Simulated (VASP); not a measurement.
Runs of VASP 6.6.1 on K3C. The structure is that of space group Pm-3m (No. 221), or close to it. The cells are those of the table. 

| task | cell | k mesh | cutoff (eV) | gap on the mesh (eV) | pressure (GPa) | relaxed volume (Å³/atom) |
| --- | --- | --- | --- | --- | --- | --- |
| single point | a = 5.105 Å, 4 atoms | 4 × 4 × 4 | 520 | none | 0.1 | - |
| single point | a = 5.138 Å, 4 atoms | 10 × 10 × 10 | 520 | none | 0.0 | - |
| single point | a = 4.653 Å, 4 atoms | 4 × 4 × 4 | 600 | none | (a) | - |
| relaxation of cell and atoms | relaxed from a = 5.105 Å, 4 atoms | 10 × 10 × 10 | 600 | none | 0.0 | 33.98 |
| relaxation of cell and atoms | relaxed from a = 4.653 Å, 4 atoms | 4 × 4 × 4 | 600 | none | 0.1 | 33.46 |

Alike in all rows: level PBE; potentials or basis VASP PAW PBE potentials, release 64 (K_sv, C); no spin polarisation; smearing gaussian 0.1 eV.

Task: Estimate the missing entries.

Result: (a) 4.2.

Caveats: the volume moved by over 15 % at a fixed basis, so the end points are rough (some runs).

A gap of «none» marks levels without a gap at the run's occupations.
